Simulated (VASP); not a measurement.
# Sb in VASP: notebook

The runs below take Sb through single point, with PBE+D3(BJ), r2SCAN.

Everything below comes from runs of VASP 6.6.1. Logs are shortened: lines on timing, memory, paths and dates and some standing lists are left out, and cuts for length are marked.

## (1) The cell of the first run

The cell holds a slab with vacuum, 2 atoms: a = 3.906 Å, b = 3.906 Å, c = 28.000 Å, α = 90.00°, β = 90.00°, γ = 120.00°.

## (2) Single point, PBE+D3(BJ) (biaxial strain -0.040, then relaxed in part)

Contents of INCAR:

```
SYSTEM = Sb
PREC = Accurate
ENCUT = 520
EDIFF = 1E-6
ISMEAR = 0
SIGMA = 0.02
LREAL = .False.
LASPH = .True.
NELM = 100
ALGO = Normal
ISIF = 2
LWAVE = .False.
LCHARG = .False.
LDIPOL = .True.
IDIPOL = 3
DIPOL = 0.5 0.5 0.500
GGA = PE
IVDW = 12
NBANDS = 12
```

Contents of KPOINTS:

```
Automatic mesh
0
Gamma
  9 9 1
  0 0 0
```

Contents of POSCAR:

```
Sb
1.0
    3.9059377730      0.0000000000      0.0000000000
   -1.9529688865      3.3826413370      0.0000000000
    0.0000000000      0.0000000000     28.0000000000
Sb
2
Direct
    0.3333333333      0.6666666667      0.5305347169
    0.6666666667      0.3333333333      0.4694652831
```

Potentials or basis: VASP PAW PBE potentials, release 64 (Sb).

On the command line:

```console
cat potpaw_PBE.64/Sb/POTCAR > POTCAR
mpirun -np 1 vasp_std > vasp.out
```

OUTCAR:

```text
SYSTEM = Sb
   PREC = Accurate
   ENCUT = 520
   EDIFF = 1E-6
   ISMEAR = 0
   LREAL = .False.
   LASPH = .True.
   NELM = 100
   ISIF = 2
   GGA = PE
   IVDW = 12
 IVDW          = 12

 ion  position               nearest neighbor table
   1  0.333  0.667  0.531-   2 2.83   2 2.83   2 2.83
   2  0.667  0.333  0.469-   1 2.83   1 2.83   1 2.83

  LATTYP: Found a hexagonal cell.
 ALAT       =     3.9059377730
 C/A-ratio  =     7.1685729848

  Lattice vectors:

 A1 = (   3.9059377730,   0.0000000000,   0.0000000000)
 A2 = (  -1.9529688865,   3.3826413370,   0.0000000000)
 A3 = (   0.0000000000,   0.0000000000,  28.0000000000)

Analysis of symmetry for initial positions (statically):
=====================================================================
 Subroutine PRICEL returns:
 Original cell was already a primitive cell.

 Routine SETGRP: Setting up the symmetry group for a
 hexagonal supercell.

 Subroutine GETGRP returns: Found 12 space group operations
 (whereof 12 operations were pure point group operations)
 out of a pool of 24 trial point group operations.

The static configuration has the point symmetry D_3d.

Analysis of symmetry for dynamics (positions and initial velocities):
=====================================================================
 Subroutine PRICEL returns:
 Original cell was already a primitive cell.

 Routine SETGRP: Setting up the symmetry group for a
 hexagonal supercell.

 Subroutine GETGRP returns: Found 12 space group operations
 (whereof 12 operations were pure point group operations)
 out of a pool of 24 trial point group operations.

The dynamic configuration has the point symmetry D_3d.

 Subroutine INISYM returns: Found 12 space group operations
 (whereof 12 operations are pure point group operations),
 and found     1 'primitive' translations

----------------------------------------------------------------------------------------

                                     Primitive cell

  volume of cell :     369.9468

  direct lattice vectors                    reciprocal lattice vectors
     3.905937773  0.000000000  0.000000000     0.256020464  0.147813484  0.000000000
    -1.952968886  3.382641337  0.000000000     0.000000000  0.295626967  0.000000000
     0.000000000  0.000000000 28.000000000     0.000000000  0.000000000  0.035714286

  length of vectors
     3.905937773  3.905937773 28.000000000     0.295626967  0.295626967  0.035714286

  position of ions in fractional coordinates (direct lattice)
     0.333333333  0.666666667  0.530534717
     0.666666667  0.333333333  0.469465283

[... 82 lines left out ...]
     AMIX     =   0.40;   BMIX     =  1.00
     AMIX_MAG =   1.60;   BMIX_MAG =  1.00
  volume/ion in A,a.u.               =     184.97      1248.26
  Fermi-wavevector in a.u.,A,eV,Ry     =   0.491317  0.928454  3.284342  0.241392
  Thomas-Fermi vector in A             =   1.494634
   LORBIT       =      0    0 simple, 1 ext, 2 COOP (PROOUT), +10 PAW based schemes
   GGA     = PE    functional components
   LHFCALC =     F    Hartree Fock is set to
   AEXX    =    0.0000 exact exchange contribution
   IVDW    =    12    specifies the selected vdW correction
   LEPSILON=     F    determine dielectric tensor
   LRPA    =     F    only Hartree local field effects (RPA)
 non-spin polarized calculation
 Gauss-broadening in eV      SIGMA  =   0.02
  energy-cutoff  :      520.00
  volume of cell :      369.95
 maximum number of plane-waves:     10059
 NGX is ok and might be reduce to    30
   NGX = 15   NGY = 15   NGZ =105

 dipolmoment           0.000000      0.000000      0.000000 electrons x Angstroem

 number of electron      10.0000001 magnetization

 dipolmoment           0.000000      0.000000     -0.000000 electrons x Angstroem

 Free energy of the ion-electron system (eV)
  ---------------------------------------------------
  ext. energy  EPLUGINS =         0.00000000
  ---------------------------------------------------
  free energy    TOTEN  =        -7.99710264 eV

  energy without entropy =       -7.99710264  energy(sigma->0) =       -7.99710264

 E-fermi :  -2.2223     XC(G=0):  -2.0318

 val. band max:       -2.3174813440   @ k =   0.0000   0.0000   0.0000
 cond. band min:      -1.7575188778   @ k =   0.3333   0.3333   0.0000
 fundamental gap:      0.5599624662
 Fermi energy:        -2.2222855472

 k-point     1 :       0.0000    0.0000    0.0000
  band No.  band energies     occupation
      1     -14.6719      2.00000
      2      -9.5086      2.00000
      3      -3.9583      2.00000
      4      -2.3175      2.00000
      5      -2.3175      2.00000
      6      -0.4889      0.00000
      7       0.4173      0.00000
      8       0.4173      0.00000
      9       1.3135      0.00000
     10       1.5640      0.00000
     11       1.9847      0.00000
     12       2.2387      0.00000
[... 151 lines left out ...]
 k-point    12 :       0.3333    0.3333    0.0000
  band No.  band energies     occupation
      1     -11.3735      2.00000
      2     -11.3735      2.00000
      3      -6.6812      2.00000
      4      -4.8665      2.00000
      5      -4.8665      2.00000
      6      -1.7575      0.00000
      7       0.6793      0.00000
      8       0.6793      0.00000
      9       3.6962      0.00000
     10       4.9973      0.00000
     11       4.9973      0.00000
     12       5.4799      0.00000

------------------------ aborting loop because EDIFF is reached ----------------------------------------

 vacuum level on the upper side and lower side of the slab       (xc-potential included)        -0.006        -0.006

 Edisp (eV)   -0.51360

 E8    (eV) :    -0.2552

  FORCE on cell =-STRESS in cart. coord.  units (eV):
  Direction    XX          YY          ZZ          XY          YZ          ZX
  --------------------------------------------------------------------------------------
  -------------------------------------------------------------------------------------
  Total       1.64558     1.64558     0.17201     0.00000     0.00000     0.00000
  in kB       7.12673     7.12673     0.74496     0.00000     0.00000     0.00000
  external pressure =        5.00 kB  Pullay stress =        0.00 kB

 VOLUME and BASIS-vectors are now :
 -----------------------------------------------------------------------------
  energy-cutoff  :      520.00
  volume of cell :      369.95
      direct lattice vectors                 reciprocal lattice vectors
     3.905937773  0.000000000  0.000000000     0.256020464  0.147813484  0.000000000
    -1.952968886  3.382641337  0.000000000     0.000000000  0.295626967  0.000000000
     0.000000000  0.000000000 28.000000000     0.000000000  0.000000000  0.035714286

 POSITION                                       TOTAL-FORCE (eV/Angst)
 -----------------------------------------------------------------------------------
     -0.00000      2.25509     14.85497        -0.000000      0.000000      0.102165
      1.95297      1.12755     13.14503         0.000000     -0.000000     -0.102165
 -----------------------------------------------------------------------------------
    total drift:                               -0.000000      0.000000     -0.000000

  FREE ENERGIE OF THE ION-ELECTRON SYSTEM (eV)
  ---------------------------------------------------
  free  energy   TOTEN  =        -8.5106986246 eV

  energy  without entropy=       -8.5106986246  energy(sigma->0) =       -8.51069862

 vacuum level on the upper side and lower side of the slab         1.834         1.834
```

Run time: 67 s. Hardware: 1 thread of Intel Xeon Platinum 8375C at 2.90GHz (Ice Lake), shared host; peak memory 0.45 GiB.

What came out:

| Item | Value |
| --- | --- |
| Free energy | -8.5107 eV |
| Largest force | 0.102 eV/Å |
| Band gap on the k mesh | 0.56 eV, indirect (least direct gap 1.83 eV) |
| Dispersion energy per atom | -0.257 eV |

Forces on the atoms (eV/Å):
```
Sb   0.000  0.000  0.102
Sb   0.000  0.000 -0.102
```

Caveat: the cell differs from its parent crystal (biaxial strain -0.040, then relaxed in part); spin-orbit coupling is left out, which moves the levels of the heavy elements.

## (3) Single point, PBE+D3(BJ) (biaxial strain -0.020, then relaxed in part)

Contents of INCAR:

```
ALGO     = Normal         # electronic algorithm
DIPOL    = 0.5 0.5 0.500
EDIFF    = 1E-7           # SCF threshold, eV
ENCUT    = 520            # plane-wave cutoff, eV
GGA      = PE             # functional
IDIPOL   = 3            
ISIF     = 2              # what is computed and relaxed
ISMEAR   = 0              # smearing method
IVDW     = 12             # dispersion correction
LASPH    = True           # aspherical terms in the spheres
LCHARG   = False          # write CHGCAR
LDIPOL   = True         
LREAL    = False          # projectors in reciprocal space
LWAVE    = False          # write WAVECAR
NBANDS   = 12             # bands
NELM     = 80             # most SCF steps
PREC     = Accurate       # precision mode
SIGMA    = 0.02           # smearing width, eV
```

Contents of KPOINTS:

```
k-points
0
Gamma
  9 9 1
```

Contents of POSCAR:

```
Sb
1.0
    3.9873114766      0.0000000000      0.0000000000
   -1.9936557383      3.4531130316      0.0000000000
    0.0000000000      0.0000000000     28.0000000000
Sb
2
Direct
    0.3333333333      0.6666666667      0.5299854677
    0.6666666667      0.3333333333      0.4700145323
```

Potentials or basis: VASP PAW PBE potentials, release 64 (Sb).

On the command line:

```console
cat potpaw_PBE.64/Sb/POTCAR > POTCAR
mpirun -np 1 vasp_std > vasp.out
```

OUTCAR:

```text
EDIFF = 1E-7
   ENCUT = 520
   GGA = PE
   ISIF = 2
   ISMEAR = 0
   IVDW = 12
   LASPH = True
   LREAL = False
   NELM = 80
   PREC = Accurate
 IVDW          = 12

 ion  position               nearest neighbor table
   1  0.333  0.667  0.530-   2 2.85   2 2.85   2 2.85
   2  0.667  0.333  0.470-   1 2.85   1 2.85   1 2.85

  LATTYP: Found a hexagonal cell.
 ALAT       =     3.9873114766
 C/A-ratio  =     7.0222755770

  Lattice vectors:

 A1 = (   3.9873114766,   0.0000000000,   0.0000000000)
 A2 = (  -1.9936557383,   3.4531130316,   0.0000000000)
 A3 = (   0.0000000000,   0.0000000000,  28.0000000000)

Analysis of symmetry for initial positions (statically):
=====================================================================
 Subroutine PRICEL returns:
 Original cell was already a primitive cell.

 Routine SETGRP: Setting up the symmetry group for a
 hexagonal supercell.

 Subroutine GETGRP returns: Found 12 space group operations
 (whereof 12 operations were pure point group operations)
 out of a pool of 24 trial point group operations.

The static configuration has the point symmetry D_3d.

Analysis of symmetry for dynamics (positions and initial velocities):
[... 172 lines left out ...]
     11       1.9375      0.00000
     12       2.1942      0.00000
[... 151 lines left out ...]
 k-point    12 :       0.3333    0.3333    0.0000
  band No.  band energies     occupation
      1     -11.5004      2.00000
      2     -11.5004      2.00000
      3      -6.6989      2.00000
      4      -4.9043      2.00000
      5      -4.9043      2.00000
      6      -1.7096      0.00000
      7       0.5956      0.00000
      8       0.5956      0.00000
      9       3.6054      0.00000
     10       4.6655      0.00000
     11       4.6655      0.00000
     12       5.1468      0.00000

------------------------ aborting loop because EDIFF is reached ----------------------------------------

 vacuum level on the upper side and lower side of the slab       (xc-potential included)        -0.010        -0.010

 Edisp (eV)   -0.49300

 E8    (eV) :    -0.2452

  FORCE on cell =-STRESS in cart. coord.  units (eV):
  Direction    XX          YY          ZZ          XY          YZ          ZX
  --------------------------------------------------------------------------------------
  -------------------------------------------------------------------------------------
  Total       0.80307     0.80307     0.16361     0.00000     0.00000     0.00000
  in kB       3.33744     3.33744     0.67994     0.00000     0.00000     0.00000
  external pressure =        2.45 kB  Pullay stress =        0.00 kB

 VOLUME and BASIS-vectors are now :
 -----------------------------------------------------------------------------
  energy-cutoff  :      520.00
  volume of cell :      385.52
      direct lattice vectors                 reciprocal lattice vectors
     3.987311477  0.000000000  0.000000000     0.250795556  0.144796882  0.000000000
    -1.993655738  3.453113032  0.000000000     0.000000000  0.289593764  0.000000000
     0.000000000  0.000000000 28.000000000     0.000000000  0.000000000  0.035714286

 POSITION                                       TOTAL-FORCE (eV/Angst)
 -----------------------------------------------------------------------------------
     -0.00000      2.30208     14.83959        -0.000000     -0.000000      0.099342
      1.99366      1.15104     13.16041         0.000000      0.000000     -0.099342
 -----------------------------------------------------------------------------------
    total drift:                               -0.000000     -0.000000     -0.000000

  FREE ENERGIE OF THE ION-ELECTRON SYSTEM (eV)
  ---------------------------------------------------
  free  energy   TOTEN  =        -8.5578891532 eV

  energy  without entropy=       -8.5578891532  energy(sigma->0) =       -8.55788915

 vacuum level on the upper side and lower side of the slab         1.761         1.761
```

stdout:

```text
POSCAR found type information on POSCAR Sb
 POSCAR found :  1 types and       2 ions
 scaLAPACK will be used
 LDA part: xc-table for (Slater+PW92), standard interpolation
 POSCAR, INCAR and KPOINTS ok, starting setup
 FFT: planning ... GRIDC
 FFT: planning ... GRID_SOFT
 FFT: planning ... GRID
 WAVECAR not read
 entering main loop
```

Run time: 75 s. Hardware: 1 thread of Intel Xeon Platinum 8375C at 2.90GHz (Ice Lake), shared host; peak memory 0.45 GiB.

What came out:

```
Free energy                : -8.5579 eV
Largest force              : 0.099 eV/Å
Band gap on the k mesh     : 0.95 eV, indirect (least direct gap 1.75 eV)
Dispersion energy per atom : -0.246 eV
```

Forces in eV/Å, atoms in the order of the input:
```
Sb   0.000  0.000  0.099
Sb   0.000  0.000 -0.099
```

Caveat: the cell differs from its parent crystal (biaxial strain -0.020, then relaxed in part); spin-orbit coupling is left out, which moves the levels of the heavy elements.

(Continued in part 2 of 2.)
